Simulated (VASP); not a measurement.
# Cu (Fd-3m) in VASP: a series of runs

Cu is run at these levels: PBEsol; tasks: single point, relaxation of cell and atoms.

All numbers are computed with VASP 6.6.1; they aren't measurements. Logs are shortened: lines on timing, memory, paths and dates and some standing lists are left out, and cuts for length are marked.

### Step 1. The cell of the first run

It takes space group Fd-3m (No. 227, cubic). The conventional cell has a = 5.231 Å, b = 5.231 Å, c = 5.231 Å, α = 90.00°, β = 90.00°, γ = 90.00°. Within 3.0 Å of Cu (site symmetry -43m) lie 4 Cu at 2.27 Å.

This isn't the form of Cu at room conditions, which is fcc.

### Step 2. Single point, PBEsol

File INCAR:

```
SYSTEM = Cu
PREC = Accurate
ENCUT = 520
EDIFF = 1E-6
ISMEAR = -1
SIGMA = 0.1
LREAL = .False.
LASPH = .True.
NELM = 80
ALGO = Normal
ISIF = 2
LWAVE = .False.
LCHARG = .False.
GGA = PS
NBANDS = 18
```

File KPOINTS:

```
Automatic mesh
0
Gamma
  11 11 11
  0 0 0
```

File POSCAR:

```
Cu
1.0
    0.0000000000      2.6155689717      2.6155689717
    2.6155689717      0.0000000000      2.6155689717
    2.6155689717      2.6155689717      0.0000000000
Cu
2
Direct
    0.1250000000      0.1250000000      0.1250000000
    0.8750000000      0.8750000000      0.8750000000
```

Potentials or basis: VASP PAW PBE potentials, release 64 (Cu).

The run is started by

```
cat potpaw_PBE.64/Cu/POTCAR > POTCAR
mpirun -np 1 vasp_std > vasp.out
```

OUTCAR:

```text
SYSTEM = Cu
   PREC = Accurate
   ENCUT = 520
   EDIFF = 1E-6
   ISMEAR = -1
   LREAL = .False.
   LASPH = .True.
   NELM = 80
   ISIF = 2
   GGA = PS

 ion  position               nearest neighbor table
   1  0.125  0.125  0.125-   2 2.27   2 2.27   2 2.27   2 2.27
   2  0.875  0.875  0.875-   1 2.27   1 2.27   1 2.27   1 2.27

  LATTYP: Found a face centered cubic cell.
 ALAT       =     5.2311379434

  Lattice vectors:

 A1 = (   0.0000000000,   2.6155689717,   2.6155689717)
 A2 = (   2.6155689717,   0.0000000000,   2.6155689717)
 A3 = (   2.6155689717,   2.6155689717,   0.0000000000)

Analysis of symmetry for initial positions (statically):
=====================================================================
 Subroutine PRICEL returns:
 Original cell was already a primitive cell.

 Routine SETGRP: Setting up the symmetry group for a
 face centered cubic supercell.

 Subroutine GETGRP returns: Found 48 space group operations
 (whereof 12 operations were pure point group operations)
 out of a pool of 48 trial point group operations.

The static configuration has the point symmetry D_3d.
 The point group associated with its full space group is O_h .

Analysis of symmetry for dynamics (positions and initial velocities):
=====================================================================
 Subroutine PRICEL returns:
 Original cell was already a primitive cell.

 Routine SETGRP: Setting up the symmetry group for a
 face centered cubic supercell.

 Subroutine GETGRP returns: Found 48 space group operations
 (whereof 12 operations were pure point group operations)
 out of a pool of 48 trial point group operations.

The dynamic configuration has the point symmetry D_3d.
 The point group associated with its full space group is O_h .

 Subroutine INISYM returns: Found 48 space group operations
 (whereof 12 operations are pure point group operations),
 and found     1 'primitive' translations

----------------------------------------------------------------------------------------

                                     Primitive cell

  volume of cell :      35.7873

  direct lattice vectors                    reciprocal lattice vectors
     0.000000000  2.615568972  2.615568972    -0.191162996  0.191162996  0.191162996
     2.615568972  0.000000000  2.615568972     0.191162996 -0.191162996  0.191162996
     2.615568972  2.615568972  0.000000000     0.191162996  0.191162996 -0.191162996

  length of vectors
     3.698973113  3.698973113  3.698973113     0.331104021  0.331104021  0.331104021

  position of ions in fractional coordinates (direct lattice)
     0.125000000  0.125000000  0.125000000
     0.875000000  0.875000000  0.875000000

  ion indices of the primitive-cell ions
   primitive index   ion index
                 1           1
                 2           2

----------------------------------------------------------------------------------------

 KPOINTS: Automatic mesh

Automatic generation of k-mesh.
 Grid dimensions read from file:
 generate k-points for:   11   11   11

 Generating k-lattice:

  Cartesian coordinates                     Fractional coordinates (reciprocal lattice)
    -0.017378454  0.017378454  0.017378454     0.090909091  0.000000000  0.000000000
     0.017378454 -0.017378454  0.017378454     0.000000000  0.090909091  0.000000000
     0.017378454  0.017378454 -0.017378454     0.000000000  0.000000000  0.090909091

  Length of vectors
     0.030100366  0.030100366  0.030100366

  Shift w.r.t. Gamma in fractional coordinates (k-lattice)
     0.000000000  0.000000000  0.000000000

 Subroutine IBZKPT returns following result:
 ===========================================

 Found     56 irreducible k-points:

 Following reciprocal coordinates:
            Coordinates               Weight
  0.000000  0.000000  0.000000      1.000000
  0.090909  0.000000  0.000000      8.000000
  0.181818  0.000000  0.000000      8.000000
  0.272727  0.000000  0.000000      8.000000
  0.363636  0.000000  0.000000      8.000000
  0.454545  0.000000  0.000000      8.000000
[... 16 lines left out ...]
 -0.272727  0.181818  0.000000     24.000000
 -0.181818  0.181818  0.000000     12.000000
 [... further k-points ...]
   k-points           NKPTS =     56   k-points in BZ     NKDIM =     56   number of bands    NBANDS=     18
   number of dos      NEDOS =    301   number of ions     NIONS =      2
   total plane-waves  NPLWV =  21952
   dimension x,y,z NGX =    28 NGY =   28 NGZ =   28
   dimension x,y,z NGXF=    56 NGYF=   56 NGZF=   56
   ions per type =               2
   NGX,Y,Z   is equivalent  to a cutoff of  12.58, 12.58, 12.58 a.u.
   NGXF,Y,Z  is equivalent  to a cutoff of  25.17, 25.17, 25.17 a.u.
 SYSTEM =  Cu
   PREC   = accura    normal or accurate (medium, high low for compatibility)
   ISTART =      0    job   : 0-new  1-cont  2-samecut
   ICHARG =      2    charge: 1-file 2-atom 10-const
   ISPIN  =      1    spin polarized calculation?
   LNONCOLLINEAR =      F non collinear calculations
   LSORBIT =      F    spin-orbit coupling
   LASPH  =      T    aspherical Exc in radial PAW
   ENCUT  =  520.0 eV  38.22 Ry    6.18 a.u.   6.88  6.88  6.88*2*pi/ulx,y,z
   NELM   =     80;   NELMIN=  2; NELMDL= -5     # of ELM steps
   EDIFF  = 0.1E-05   stopping-criterion for ELM
   LREAL  =      F    real-space projection
   EDIFFG = 0.1E-04   stopping-criterion for IOM
   NSW    =      0    number of steps for IOM
   IBRION =     -1    ionic relax: 0-MD 1-quasi-New 2-CG
   NFREE  =      0    steps in history (QN), initial steepest desc. (CG)
   ISIF   =      2    stress and relaxation
   ISYM   =      2    0-nonsym 1-usesym 2-fastsym
   POTIM  = 0.5000    time-step for ionic-motion
   TEBEG  =    0.0;   TEEND  =   0.0 temperature during run
   PSTRESS=    0.0 pullay stress
   NELECT =      22.0000    total number of electrons
   NUPDOWN=      -1.0000    fix difference up-down
   EMIN   =  10.00;   EMAX   =-10.00  energy-range for DOS
   EFERMI =   0.00;   METHOD = LEGACY
   ISMEAR =    -1;   SIGMA  =   0.10  broadening in eV -4-tet -1-fermi 0-gaus
   EFERMI_NEDOS =   21; number of points for ismear=-14 and -15
   IALGO  =     38    algorithm
   IMIX   =      4    mixing-type and parameters
     AMIX     =   0.40;   BMIX     =  1.00
     AMIX_MAG =   1.60;   BMIX_MAG =  1.00
  volume/ion in A,a.u.               =      17.89       120.75
  Fermi-wavevector in a.u.,A,eV,Ry     =   1.392001  2.630500 26.363557  1.937667
  Thomas-Fermi vector in A             =   2.515786
   LORBIT       =      0    0 simple, 1 ext, 2 COOP (PROOUT), +10 PAW based schemes
   GGA     = PS    functional components
   LHFCALC =     F    Hartree Fock is set to
   AEXX    =    0.0000 exact exchange contribution
   IVDW    =     0    specifies the selected vdW correction
   LEPSILON=     F    determine dielectric tensor
   LRPA    =     F    only Hartree local field effects (RPA)
 non-spin polarized calculation
  energy-cutoff  :      520.00
  volume of cell :       35.79
 maximum number of plane-waves:       974
   NGX = 13   NGY = 13   NGZ = 13

 number of electron      22.0000012 magnetization

 Free energy of the ion-electron system (eV)
  ---------------------------------------------------
  ext. energy  EPLUGINS =         0.00000000
  ---------------------------------------------------
  free energy    TOTEN  =        -6.25800938 eV

  energy without entropy =       -6.23206551  energy(sigma->0) =       -6.24503744

 E-fermi :   3.1398     XC(G=0): -10.4009

 val. band max:        3.1289050065   @ k =  -0.3636   0.3636   0.0909
 cond. band min:       3.1663897254   @ k =  -0.3636   0.3636   0.0000
 fundamental gap:      0.0374847189
 Fermi energy:         3.1397539649

 k-point     1 :       0.0000    0.0000    0.0000
  band No.  band energies     occupation
      1      -3.5097      2.00000
      2      -0.0346      2.00000
      3      -0.0346      2.00000
      4      -0.0346      2.00000
      5      -0.0134      2.00000
      6      -0.0134      2.00000
[... 10 lines left out ...]
     17      14.1831      0.00000
     18      16.4746      0.00000

 k-point     2 :       0.0909    0.0000    0.0000
  band No.  band energies     occupation
      1      -3.3732      2.00000
      2      -0.1133      2.00000
      3      -0.1133      2.00000
      4      -0.0309      2.00000
      5       0.0883      2.00000
      6       0.0883      2.00000
[... 10 lines left out ...]
     17      14.9209      0.00000
     18      16.8000      0.00000

 k-point     3 :       0.1818    0.0000    0.0000
  band No.  band energies     occupation
      1      -2.9726      2.00000
      2      -0.1601      2.00000
      3      -0.1601      2.00000
      4      -0.0158      2.00000
      5       0.1869      2.00000
      6       0.1869      2.00000
[... 10 lines left out ...]
     17      15.6505      0.00000
     18      16.7800      0.00000

 k-point     4 :       0.2727    0.0000    0.0000
  band No.  band energies     occupation
      1      -2.3436      2.00000
      2      -0.1592      2.00000
      3      -0.1592      2.00000
      4       0.0160      2.00000
      5       0.2264      2.00000
      6       0.2264      2.00000
[... 375 lines left out ...]
      4       0.0476      2.00000
      5       0.1379      2.00000
      6       0.4259      2.00000
[... 10 lines left out ...]
     17      16.8119      0.00000
     18      19.4677      0.00000

 k-point    23 :      -0.2727    0.1818    0.0000
  band No.  band energies     occupation
      1      -1.4470      2.00000
      2      -0.2316      2.00000
      3      -0.1037      2.00000
      4       0.0268      2.00000
      5       0.1253      2.00000
      6       0.4577      2.00000
[... 10 lines left out ...]
     17      16.6862      0.00000
     18      18.0976      0.00000

 k-point    24 :      -0.1818    0.1818    0.0000
  band No.  band energies     occupation
      1      -2.1317      2.00000
      2      -0.2590      2.00000
      3      -0.0466      2.00000
      4      -0.0438      2.00000
      5       0.1642      2.00000
      6       0.4013      2.00000
[... 10 lines left out ...]
     17      16.5962      0.00000
     18      16.8075      0.00000

 [... further k-points ...]
[... 5 lines left out ...]
  --------------------------------------------------------------------------------------
  -------------------------------------------------------------------------------------
  Total        0.0089213      0.0089213      0.0089213      0.0000000     -0.0000000      0.0000000
  in kB        0.3994036      0.3994036      0.3994036      0.0000000     -0.0000000      0.0000000
  external PRESSURE =       0.3994036 kB  Pullay stress =       0.0000000 kB

 VOLUME and BASIS-vectors are now :
 -----------------------------------------------------------------------------
  energy-cutoff  :      520.00
  volume of cell :       35.79
      direct lattice vectors                 reciprocal lattice vectors
     0.000000000  2.615568972  2.615568972    -0.191162996  0.191162996  0.191162996
     2.615568972  0.000000000  2.615568972     0.191162996 -0.191162996  0.191162996
     2.615568972  2.615568972  0.000000000     0.191162996  0.191162996 -0.191162996

 POSITION                                       TOTAL-FORCE (eV/Angst)
 -----------------------------------------------------------------------------------
      0.65389      0.65389      0.65389         0.000000     -0.000000     -0.000000
      4.57725      4.57725      4.57725        -0.000000      0.000000      0.000000
 -----------------------------------------------------------------------------------
    total drift:                                0.000000      0.000000     -0.000000

  FREE ENERGIE OF THE ION-ELECTRON SYSTEM (eV)
  ---------------------------------------------------
  free  energy   TOTEN  =        -6.2580093802 eV

  energy  without entropy=       -6.2320655056  energy(sigma->0) =       -6.24503744
```

It took 54 s on 1 thread of AMD EPYC 7R13, shared host; peak memory 0.14 GiB.

What came out:

- Free energy: -6.2580 eV
- Pressure: 0.0 GPa
- Band gap on the k mesh: zero (bands 11 and 12 overlap by 0.72 eV)

Caveat: the PAW data sets were made with another functional, which shifts forces and pressure a little.

[end of part 1 of 2]

The gap in the log of VASP goes by the Fermi energy; the results here count the filled bands.